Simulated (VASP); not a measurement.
# Ni in VASP: single point with PBE

Aim: the single point of Ni with PBE.

Program: VASP 6.6.1. These are calculated values, not measurements. Logs are shortened: lines on timing, memory, paths and dates and some standing lists are left out, and cuts for length are marked.

## 1. The cell of the first run

The typed cell holds 1 atom: a = 2.430 Å, b = 2.430 Å, c = 2.807 Å, α = 54.73°, β = 54.73°, γ = 70.53°.

This isn't the form of Ni at room conditions, which is fcc.

## 2. Single point, PBE, collinear spin, ferromagnetic start

INCAR reads:

```
SYSTEM = Ni
ALGO = Normal ; EDIFF = 1E-6
ENCUT = 520 ; GGA = PE
ISIF = 2 ; ISMEAR = 0
ISPIN = 2 ; LASPH = .TRUE.
LCHARG = .TRUE. ; LELF = .TRUE.
LMAXMIX = 4 ; LORBIT = 11
LREAL = .FALSE. ; LVHAR = .TRUE.
LWAVE = .FALSE. ; MAGMOM = 0.81
NBANDS = 15 ; NELM = 150
PREC = Accurate ; SIGMA = 0.15
```

KPOINTS reads:

```
k-points
0
G
  26 26 26
  0 0 0
```

POSCAR reads:

```
Ni
1.0
    0.0000000000      1.9845566802      1.4030815729
    1.9845566802      0.0000000000      1.4030815729
    1.9845566802      1.9845566802      0.0000000000
Ni
1
Direct
    0.0000000000      0.0000000000      0.0000000000
```

Potentials or basis: VASP PAW PBE potentials, release 64 (Ni).

Command:

```bash
$ cat potpaw_PBE.64/Ni/POTCAR > POTCAR
$ mpirun -np 1 vasp_std > vasp.out
```

OUTCAR:

```text
SYSTEM = Ni
   EDIFF = 1E-6
   ENCUT = 520
   GGA = PE
   ISIF = 2
   ISMEAR = 0
   ISPIN = 2
   LASPH = .TRUE.
   LORBIT = 11
   LREAL = .FALSE.
   NELM = 150
   PREC = Accurate

 ion  position               nearest neighbor table
   1  0.000  0.000  0.000-

  LATTYP: Found a body centered tetragonal cell.
 ALAT       =     2.8065869724
 C/A-ratio  =     0.9998489886

  Lattice vectors:

 A1 = (   0.0000000000,  -1.9845566802,  -1.4030815729)
 A2 = (   0.0000000000,   1.9845566802,  -1.4030815729)
 A3 = (   1.9845566802,   0.0000000000,   1.4030815729)

Analysis of symmetry for initial positions (statically):
=====================================================================
 Subroutine PRICEL returns:
 Original cell was already a primitive cell.

 Routine SETGRP: Setting up the symmetry group for a
 body centered tetragonal supercell.

 Subroutine GETGRP returns: Found 16 space group operations
 (whereof 16 operations were pure point group operations)
 out of a pool of 16 trial point group operations.

The static configuration has the point symmetry D_4h.

Analysis of symmetry for dynamics (positions and initial velocities):
=====================================================================
 Subroutine PRICEL returns:
 Original cell was already a primitive cell.

 Routine SETGRP: Setting up the symmetry group for a
 body centered tetragonal supercell.

 Subroutine GETGRP returns: Found 16 space group operations
 (whereof 16 operations were pure point group operations)
 out of a pool of 16 trial point group operations.

The dynamic configuration has the point symmetry D_4h.

Analysis of structural, dynamic, and magnetic symmetry:
=====================================================================
 Subroutine PRICEL returns:
 Original cell was already a primitive cell.

 Routine SETGRP: Setting up the symmetry group for a
 body centered tetragonal supercell.

 Subroutine GETGRP returns: Found 16 space group operations
 (whereof 16 operations were pure point group operations)
 out of a pool of 16 trial point group operations.

The overall configuration has the point symmetry D_4h.

 Subroutine INISYM returns: Found 16 space group operations
 (whereof 16 operations are pure point group operations),
 and found     1 'primitive' translations

----------------------------------------------------------------------------------------

                                     Primitive cell

  volume of cell :      11.0520

  direct lattice vectors                    reciprocal lattice vectors
     0.000000000  1.984556680  1.403081573    -0.251945437  0.251945437  0.356358468
     1.984556680  0.000000000  1.403081573     0.251945437 -0.251945437  0.356358468
     1.984556680  1.984556680  0.000000000     0.251945437  0.251945437 -0.356358468

  length of vectors
     2.430453274  2.430453274  2.806586972     0.503928928  0.503928928  0.503928928

  position of ions in fractional coordinates (direct lattice)
     0.000000000  0.000000000  0.000000000

  ion indices of the primitive-cell ions
   primitive index   ion index
                 1           1

----------------------------------------------------------------------------------------

 KPOINTS: k-points

Automatic generation of k-mesh.
 Grid dimensions read from file:
 generate k-points for:   26   26   26

 Generating k-lattice:

  Cartesian coordinates                     Fractional coordinates (reciprocal lattice)
    -0.009690209  0.009690209  0.013706095     0.038461538  0.000000000  0.000000000
     0.009690209 -0.009690209  0.013706095     0.000000000  0.038461538  0.000000000
     0.009690209  0.009690209 -0.013706095     0.000000000  0.000000000  0.038461538

  Length of vectors
     0.019381882  0.019381882  0.019381882

  Shift w.r.t. Gamma in fractional coordinates (k-lattice)
     0.000000000  0.000000000  0.000000000

 Subroutine IBZKPT returns following result:
 ===========================================

 Found   1330 irreducible k-points:

 Following reciprocal coordinates:
            Coordinates               Weight
  0.000000  0.000000  0.000000      1.000000
  0.038462 -0.000000  0.000000      8.000000
  0.076923 -0.000000  0.000000      8.000000
  0.115385 -0.000000  0.000000      8.000000
  0.153846 -0.000000  0.000000      8.000000
  0.192308 -0.000000  0.000000      8.000000
[... 16 lines left out ...]
  0.346154  0.038462  0.000000      8.000000
  0.384615  0.038462  0.000000      8.000000
 [... further k-points ...]
   k-points           NKPTS =   1330   k-points in BZ     NKDIM =   1330   number of bands    NBANDS=     15
   number of dos      NEDOS =    301   number of ions     NIONS =      1
   total plane-waves  NPLWV =   7776
   dimension x,y,z NGX =    18 NGY =   18 NGZ =   24
   dimension x,y,z NGXF=    36 NGYF=   36 NGZF=   48
   ions per type =               1
   NGX,Y,Z   is equivalent  to a cutoff of  12.31, 12.31, 14.22 a.u.
   NGXF,Y,Z  is equivalent  to a cutoff of  24.62, 24.62, 28.43 a.u.
 SYSTEM =  Ni
   PREC   = accura    normal or accurate (medium, high low for compatibility)
   ISTART =      0    job   : 0-new  1-cont  2-samecut
   ICHARG =      2    charge: 1-file 2-atom 10-const
   ISPIN  =      2    spin polarized calculation?
   LNONCOLLINEAR =      F non collinear calculations
   LSORBIT =      F    spin-orbit coupling
   LASPH  =      T    aspherical Exc in radial PAW
   ENCUT  =  520.0 eV  38.22 Ry    6.18 a.u.   4.52  4.52  5.22*2*pi/ulx,y,z
   NELM   =    150;   NELMIN=  2; NELMDL= -5     # of ELM steps
   EDIFF  = 0.1E-05   stopping-criterion for ELM
   LREAL  =      F    real-space projection
   EDIFFG = 0.1E-04   stopping-criterion for IOM
   NSW    =      0    number of steps for IOM
   IBRION =     -1    ionic relax: 0-MD 1-quasi-New 2-CG
   NFREE  =      0    steps in history (QN), initial steepest desc. (CG)
   ISIF   =      2    stress and relaxation
   ISYM   =      2    0-nonsym 1-usesym 2-fastsym
   POTIM  = 0.5000    time-step for ionic-motion
   TEBEG  =    0.0;   TEEND  =   0.0 temperature during run
   PSTRESS=    0.0 pullay stress
   NELECT =      10.0000    total number of electrons
   NUPDOWN=      -1.0000    fix difference up-down
   EMIN   =  10.00;   EMAX   =-10.00  energy-range for DOS
   EFERMI =   0.00;   METHOD = LEGACY
   ISMEAR =     0;   SIGMA  =   0.15  broadening in eV -4-tet -1-fermi 0-gaus
   EFERMI_NEDOS =   21; number of points for ismear=-14 and -15
   IALGO  =     38    algorithm
   IMIX   =      4    mixing-type and parameters
     AMIX     =   0.40;   BMIX     =  1.00
     AMIX_MAG =   1.60;   BMIX_MAG =  1.00
  volume/ion in A,a.u.               =      11.05        74.58
  Fermi-wavevector in a.u.,A,eV,Ry     =   1.583415  2.992221 34.112584  2.507204
  Thomas-Fermi vector in A             =   2.683189
   LORBIT       =     11    0 simple, 1 ext, 2 COOP (PROOUT), +10 PAW based schemes
   GGA     = PE    functional components
   LHFCALC =     F    Hartree Fock is set to
   AEXX    =    0.0000 exact exchange contribution
   IVDW    =     0    specifies the selected vdW correction
   LEPSILON=     F    determine dielectric tensor
   LRPA    =     F    only Hartree local field effects (RPA)
 spin polarized calculation
 Gauss-broadening in eV      SIGMA  =   0.15
  energy-cutoff  :      520.00
  volume of cell :       11.05
 maximum number of plane-waves:       321
   NGX =  9   NGY =  9   NGZ = 11

 number of electron      10.0000000 magnetization       0.8100000

 number of electron       9.9999995 magnetization       0.5535207

 Free energy of the ion-electron system (eV)
  ---------------------------------------------------
  ext. energy  EPLUGINS =         0.00000000
  ---------------------------------------------------
  free energy    TOTEN  =        -5.38483534 eV

  energy without entropy =       -5.36710616  energy(sigma->0) =       -5.37597075

 E-fermi :   9.0328     XC(G=0): -13.1579

 val. band max:        9.0322724159   @ k =  -0.3846   0.4231   0.1923
 cond. band min:       9.0344897346   @ k =  -0.1923   0.1923   0.1154
 fundamental gap:      0.0022173188
 Fermi energy:         9.0328000981

 spin component 1

 k-point     1 :       0.0000    0.0000    0.0000
  band No.  band energies     occupation
      1       0.2517      1.00000
      2       6.7805      1.00000
      3       6.7813      1.00000
      4       6.7813      1.00000
      5       8.1651      1.00000
      6       8.1661      1.00000
      7      35.3245      0.00000
      8      35.3245      0.00000
      9      35.3280      0.00000
     10      40.1157      0.00000
     11      40.1185      0.00000
     12      40.9475      0.00000
     13      40.9475      0.00000
     14      40.9520      0.00000
     15      41.8051      0.00000
[... 397 lines left out ...]
 k-point    24 :       0.3846    0.0385    0.0000
  band No.  band energies     occupation
      1       4.3164      1.00000
      2       6.0266      1.00000
      3       7.5013      1.00000
      4       8.0404      1.00000
      5       8.5116      1.00000
      6       8.6414      0.99989
      7      18.2969      0.00000
      8      28.5451      0.00000
      9      29.1846      0.00000
     10      33.3839      0.00000
     11      36.2651      0.00000
     12      42.3840      0.00000
     13      46.7659      0.00000
     14      52.9193      0.00000
     15      55.3004      0.00000

 [... further k-points ...]

 spin component 2

 k-point     1 :       0.0000    0.0000    0.0000
  band No.  band energies     occupation
      1       0.2364      1.00000
      2       7.4524      1.00000
      3       7.4530      1.00000
      4       7.4530      1.00000
      5       8.6497      0.99985
      6       8.6505      0.99984
      7      35.2208      0.00000
      8      35.2208      0.00000
      9      35.2243      0.00000
     10      40.0401      0.00000
     11      40.0427      0.00000
     12      41.1281      0.00000
     13      41.1281      0.00000
     14      41.1327      0.00000
     15      41.9558      0.00000
[... 397 lines left out ...]
 k-point    24 :       0.3846    0.0385    0.0000
  band No.  band energies     occupation
      1       4.5531      1.00000
      2       6.6457      1.00000
      3       7.7528      1.00000
      4       8.6064      0.99997
      5       8.9509      0.78009
      6       9.3915      0.00036
      7      18.5124      0.00000
      8      28.4894      0.00000
      9      29.3026      0.00000
     10      33.4902      0.00000
     11      36.3390      0.00000
     12      42.3912      0.00000
     13      46.7777      0.00000
     14      53.1390      0.00000
     15      55.0500      0.00000

 [... further k-points ...]
[... 5 lines left out ...]
  --------------------------------------------------------------------------------------
  -------------------------------------------------------------------------------------
  Total       -0.0834279     -0.0834279     -0.0842261      0.0000000     -0.0000000      0.0000000
  in kB      -12.0943344    -12.0943344    -12.2100445      0.0000000     -0.0000000      0.0000000
  external PRESSURE =     -12.1329044 kB  Pullay stress =       0.0000000 kB

 VOLUME and BASIS-vectors are now :
 -----------------------------------------------------------------------------
  energy-cutoff  :      520.00
  volume of cell :       11.05
      direct lattice vectors                 reciprocal lattice vectors
     0.000000000  1.984556680  1.403081573    -0.251945437  0.251945437  0.356358468
     1.984556680  0.000000000  1.403081573     0.251945437 -0.251945437  0.356358468
     1.984556680  1.984556680  0.000000000     0.251945437  0.251945437 -0.356358468

 POSITION                                       TOTAL-FORCE (eV/Angst)
 -----------------------------------------------------------------------------------
      0.00000      0.00000      0.00000         0.000000     -0.000000      0.000000
 -----------------------------------------------------------------------------------
    total drift:                                0.000000     -0.000000      0.000000

  FREE ENERGIE OF THE ION-ELECTRON SYSTEM (eV)
  ---------------------------------------------------
  free  energy   TOTEN  =        -5.3848353367 eV

  energy  without entropy=       -5.3671061602  energy(sigma->0) =       -5.37597075

 total charge

# of ion       s       p       d       tot
------------------------------------------
    1        0.485   0.475   8.327   9.287

 magnetization (x)

# of ion       s       p       d       tot
------------------------------------------
    1       -0.004  -0.017   0.584   0.563
```

Run time: 12 min. Hardware: 1 thread of Oxide Virtual Turin-like, shared host; peak memory 0.37 GiB.

What came out:

```
Free energy                                           : -5.3848 eV
Pressure                                              : -1.2 GPa
Net moment                                            : 0.55 μB per cell
Site moments                                          : Ni +0.56 μB
Valence electrons inside the program's atomic spheres : Ni 9.29
```

Levels at points of the mesh, in eV from the Fermi level:
Spin up:
```
           k point  band 1  band 2  band 3  band 4  band 5  band 6  band 7  band 8  band 9  band 10
(0.00, 0.00, 0.00)   -8.78   -2.25   -2.25   -2.25   -0.87   -0.87   26.29   26.29   26.30    31.08
(0.50, 0.00, 0.00)   -4.52   -3.14   -0.95   -0.72   -0.07    0.30    6.37   18.97   19.81    23.56
(0.50, 0.50, 0.00)   -4.08   -4.08   -0.28   -0.28   -0.28    9.69    9.69    9.69   15.52    15.52
(0.50, 0.00, 0.50)   -4.52   -3.14   -0.95   -0.72   -0.07    0.30    6.36   18.97   19.81    23.56
```
Spin down:
```
           k point  band 2  band 3  band 4  band 5  band 6  band 7  band 8  band 9
(0.00, 0.00, 0.00)   -1.58   -1.58   -1.58   -0.38   -0.38   26.19   26.19   26.19
(0.50, 0.00, 0.00)   -2.53   -0.39   -0.22    0.26    0.70    6.71   18.90   19.91
(0.50, 0.50, 0.00)   -3.76    0.47    0.47    0.47    9.72    9.72    9.72   15.61
(0.50, 0.00, 0.50)   -2.53   -0.39   -0.22    0.26    0.70    6.71   18.91   19.91
```
